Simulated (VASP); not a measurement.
Runs of VASP 6.6.1 on AlN. The structure is that of space group Imm2 (No. 44), or close to it. The cells are those of the table. 

```csv
cell,gap on the mesh (eV),pressure (GPa),largest force (eV/Å)
"a = 3.092, b = 3.291 Å, angles 57.8, 55.6, 57.8°, 2 atoms",3.17,4.5,1.22
"a = 3.093, b = 2.857 Å, angles 62.5, 64.9, 62.5°, 2 atoms",3.01,(c),1.42
"a = 3.091, b = 3.262 Å, angles 58.1, 56.3, 58.1°, 2 atoms",(b),3.3,1.03
"a = 3.090, b = 3.233 Å, angles 58.5, 56.9, 58.5°, 2 atoms",(a),2.2,0.85
```

Alike in all rows: task single point; level r2SCAN; potentials or basis VASP PAW PBE potentials, release 64 (Al, N); no spin polarisation; k mesh 10 × 10 × 10; cutoff (eV) 520; smearing gaussian 0.05 eV.

Question: Fill in the values left out.

Answer: (a) 3.47; (b) 3.33; (c) 6.0.

Caveats: the PAW data sets were made with another functional, which shifts forces and pressure a little; the cell stands under pressure (at least some runs).

A k mesh can miss the band edges.
